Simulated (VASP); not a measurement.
# Sn in VASP: further runs, part 2 of 2

VASP 6.6.1. Earlier steps stand in the parts before.

**3. Single point, PBE**

Input file INCAR:

```
SYSTEM = Sn
PREC = Accurate
ENCUT = 520
EDIFF = 1E-6
ISMEAR = 0
SIGMA = 0.1
LREAL = .False.
LASPH = .True.
NELM = 100
ALGO = Fast
ISIF = 2
LWAVE = .False.
LCHARG = .True.
LDIPOL = .True.
IDIPOL = 3
DIPOL = 0.5 0.5 0.500
GGA = PE
LELF = .True.
LVHAR = .True.
LVACPOTAV = .True.
NBANDS = 66
```

Input file KPOINTS:

```
regular mesh
0
Gamma
  8 8 1
  0 0 0
```

Input file POSCAR:

```
Sn
1.0
    4.7067116633      0.0000000000      0.0000000000
    0.0000000000      4.7067116633      0.0000000000
    0.0000000000      0.0000000000     26.6485170697
Sn
8
Direct
    0.0000000000      0.5000000000      0.2814415519
    0.0000000000      0.0000000000      0.3438868228
    0.5000000000      0.0000000000      0.4063320937
    0.5000000000      0.5000000000      0.4687773646
    0.0000000000      0.5000000000      0.5312226354
    0.0000000000      0.0000000000      0.5936679063
    0.5000000000      0.0000000000      0.6561131772
    0.5000000000      0.5000000000      0.7185584481
```

Potentials or basis: VASP PAW PBE potentials, release 64 (Sn_d).

Started as:

```sh
$ cat potpaw_PBE.64/Sn_d/POTCAR > POTCAR
$ mpirun -np 1 vasp_std > vasp.out
```

OUTCAR:

```text
SYSTEM = Sn
   PREC = Accurate
   ENCUT = 520
   EDIFF = 1E-6
   ISMEAR = 0
   LREAL = .False.
   LASPH = .True.
   NELM = 100
   ISIF = 2
   GGA = PE

 ion  position               nearest neighbor table
   1  0.000  0.500  0.281-   2 2.88   2 2.88
   2  0.000  0.000  0.344-   1 2.88   3 2.88   1 2.88   3 2.88
   3  0.500  0.000  0.406-   2 2.88   4 2.88   4 2.88   2 2.88
   4  0.500  0.500  0.469-   5 2.88   5 2.88   3 2.88   3 2.88
   5  0.000  0.500  0.531-   4 2.88   4 2.88   6 2.88   6 2.88
   6  0.000  0.000  0.594-   5 2.88   7 2.88   5 2.88   7 2.88
   7  0.500  0.000  0.656-   6 2.88   8 2.88   8 2.88   6 2.88
   8  0.500  0.500  0.719-   7 2.88   7 2.88

  LATTYP: Found a simple tetragonal cell.
 ALAT       =     4.7067116633
 C/A-ratio  =     5.6618121049

  Lattice vectors:

 A1 = (   4.7067116633,   0.0000000000,   0.0000000000)
 A2 = (   0.0000000000,   4.7067116633,   0.0000000000)
 A3 = (   0.0000000000,   0.0000000000,  26.6485170697)

Analysis of symmetry for initial positions (statically):
=====================================================================
 Subroutine PRICEL returns:
 Original cell was already a primitive cell.

 Routine SETGRP: Setting up the symmetry group for a
 simple tetragonal supercell.

 Subroutine GETGRP returns: Found  8 space group operations
 (whereof  4 operations were pure point group operations)
 out of a pool of 16 trial point group operations.

The static configuration has the point symmetry C_2v.
 The point group associated with its full space group is D_2h.

Analysis of symmetry for dynamics (positions and initial velocities):
=====================================================================
 Subroutine PRICEL returns:
 Original cell was already a primitive cell.
[... 144 lines left out ...]
   LORBIT       =      0    0 simple, 1 ext, 2 COOP (PROOUT), +10 PAW based schemes
   GGA     = PE    functional components
   LHFCALC =     F    Hartree Fock is set to
   AEXX    =    0.0000 exact exchange contribution
   IVDW    =     0    specifies the selected vdW correction
   LEPSILON=     F    determine dielectric tensor
   LRPA    =     F    only Hartree local field effects (RPA)
 non-spin polarized calculation
 RMM-DIIS sequential band-by-band and
 Gauss-broadening in eV      SIGMA  =   0.10
  energy-cutoff  :      520.00
  volume of cell :      590.35
 maximum number of plane-waves:     15979
   NGX = 17   NGY = 17   NGZ = 99

 number of electron     111.9999895 magnetization

 dipolmoment           0.000000      0.000000     -0.000000 electrons x Angstroem

 Free energy of the ion-electron system (eV)
  ---------------------------------------------------
  ext. energy  EPLUGINS =         0.00000000
  ---------------------------------------------------
  free energy    TOTEN  =       -28.34369755 eV

  energy without entropy =      -28.31052443  energy(sigma->0) =      -28.32711099

 E-fermi :   0.0525     XC(G=0):  -4.8825

 val. band max:        0.0382927249   @ k =   0.0000   0.2500   0.0000
 cond. band min:       0.0595519628   @ k =   0.5000   0.1250   0.0000
 fundamental gap:      0.0212592379
 Fermi energy:         0.0524796697

 k-point     1 :       0.0000    0.0000    0.0000
  band No.  band energies     occupation
      1     -21.3506      2.00000
      2     -21.3323      2.00000
      3     -21.3309      2.00000
      4     -21.2942      2.00000
      5     -21.2781      2.00000
      6     -21.2607      2.00000
[... 1645 lines left out ...]
     65       4.0517      0.00000
     66       4.3427      0.00000

 [... further k-points ...]

------------------------ aborting loop because EDIFF is reached ----------------------------------------

  FORCE on cell =-STRESS in cart. coord.  units (eV):
  Direction    XX          YY          ZZ          XY          YZ          ZX
  --------------------------------------------------------------------------------------
  -------------------------------------------------------------------------------------
  Total       -1.4994768     -0.1183760      0.3786727      0.0000000      0.0000000      0.0000000
  in kB       -4.0695097     -0.3212669      1.0276998      0.0000000      0.0000000      0.0000000
  external PRESSURE =      -1.1210256 kB  Pullay stress =       0.0000000 kB

 VOLUME and BASIS-vectors are now :
 -----------------------------------------------------------------------------
  energy-cutoff  :      520.00
  volume of cell :      590.35
      direct lattice vectors                 reciprocal lattice vectors
     4.706711663  0.000000000  0.000000000     0.212462558  0.000000000  0.000000000
     0.000000000  4.706711663  0.000000000     0.000000000  0.212462558  0.000000000
     0.000000000  0.000000000 26.648517070     0.000000000  0.000000000  0.037525540

 POSITION                                       TOTAL-FORCE (eV/Angst)
 -----------------------------------------------------------------------------------
      0.00000      2.35336      7.50000         0.000000      0.000000     -0.090704
      0.00000      0.00000      9.16407         0.000000      0.000000      0.042922
      2.35336      0.00000     10.82815         0.000000      0.000000      0.047510
      2.35336      2.35336     12.49222         0.000000      0.000000     -0.002253
      0.00000      2.35336     14.15630         0.000000      0.000000      0.002253
      0.00000      0.00000     15.82037         0.000000      0.000000     -0.047510
      2.35336      0.00000     17.48444         0.000000      0.000000     -0.042922
      2.35336      2.35336     19.14852         0.000000      0.000000      0.090704
 -----------------------------------------------------------------------------------
    total drift:                                0.000000     -0.000000     -0.000000

  FREE ENERGIE OF THE ION-ELECTRON SYSTEM (eV)
  ---------------------------------------------------
  free  energy   TOTEN  =       -28.3436975549 eV

  energy  without entropy=      -28.3105244281  energy(sigma->0) =      -28.32711099

 vacuum level on the upper side and lower side of the slab         4.570         4.570
```

stdout:

```text
POSCAR found type information on POSCAR Sn
 POSCAR found :  1 types and       8 ions
 scaLAPACK will be used
 LDA part: xc-table for (Slater+PW92), standard interpolation
 POSCAR, INCAR and KPOINTS ok, starting setup
 FFT: planning ... GRIDC
 FFT: planning ... GRID_SOFT
 FFT: planning ... GRID
 WAVECAR not read
 entering main loop
WARNING in EDDRMM: call to ZHEGV failed, returncode =   8  4     64
WARNING in EDDRMM: call to ZHEGV failed, returncode =   8  4     65
 -----------------------------------------------------------------------------
|                                                                             |
|           W    W    AA    RRRRR   N    N  II  N    N   GGGG   !!!           |
|           W    W   A  A   R    R  NN   N  II  NN   N  G    G  !!!           |
|           W    W  A    A  R    R  N N  N  II  N N  N  G       !!!           |
|           W WW W  AAAAAA  RRRRR   N  N N  II  N  N N  G  GGG   !            |
|           WW  WW  A    A  R   R   N   NN  II  N   NN  G    G                |
|           W    W  A    A  R    R  N    N  II  N    N   GGGG   !!!           |
|                                                                             |
|     Did not find any points to average over, which means that no vacuum     |
|     field-free region was found. Please increase the size of  your cell     |
|     in the dimension of the dipole correction to obtain accurate            |
|     workfunction values.                                                    |
|                                                                             |
 -----------------------------------------------------------------------------
```

Wall time 48 min (1 thread of Oxide Virtual Turin-like, shared host); peak memory 0.91 GiB.

Results:

```
Free energy            : -28.3437 eV
Largest force          : 0.091 eV/Å
Band gap on the k mesh : zero (bands 56 and 57 overlap by 0.70 eV)
```

Forces in eV/Å, atoms in the order of the input:
```
Sn   0.000  0.000 -0.091
Sn   0.000  0.000  0.043
Sn   0.000  0.000  0.048
Sn   0.000  0.000 -0.002
Sn   0.000  0.000  0.002
Sn   0.000  0.000 -0.048
Sn   0.000  0.000 -0.043
Sn   0.000  0.000  0.091
```

Caveat: spin-orbit coupling is left out, which moves the levels of the heavy elements.
